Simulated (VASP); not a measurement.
Crystal: Hf.

```
Hf
1.0
     3.19670    0.00000    0.00000
    -1.59835    2.76842    0.00000
     0.00000    0.00000    5.05780
Hf
2
Direct
  0.66667 0.33333 0.75000
  0.33333 0.66667 0.25000
```

Program: VASP 6.6.1. Alike in all runs: task single point; cell as given.

Question: Order these runs on this cell by their pressure, lowest first.
A. level PBEsol; potentials or basis VASP PAW PBE potentials, release 64 (Hf_pv); spin off; k mesh 10 × 10 × 5; cutoff (eV) 500; smearing fermi-dirac 0.15 eV
B. level LDA; potentials or basis VASP PAW LDA potentials, release 64 (Hf_pv); spin off; k mesh 10 × 10 × 5; cutoff (eV) 500; smearing gaussian 0.025 eV
C. level r2SCAN+rVV10; potentials or basis VASP PAW PBE potentials, release 64 (Hf_pv); spin off; k mesh 10 × 10 × 5, shifted; cutoff (eV) 520; smearing fermi-dirac 0.025 eV
D. level RPBE; potentials or basis VASP PAW PBE potentials, release 64 (Hf_pv); spin non-collinear, zero start, SOC; k mesh 10 × 10 × 5; cutoff (eV) 520; smearing fermi-dirac 0.01 eV
E. level PBE; potentials or basis VASP PAW PBE potentials, release 64 (Hf_pv); spin off; k mesh 10 × 10 × 5; cutoff (eV) 520; smearing gaussian 0.018 eV

Answer: B (-8.0 GPa), A (-4.0 GPa), C (-1.6 GPa), E (0.3 GPa), D (2.6 GPa).

Caveats: the PAW data sets were made with another functional, which shifts forces and pressure a little (at least some runs); the cell stands under tension (at least some runs).
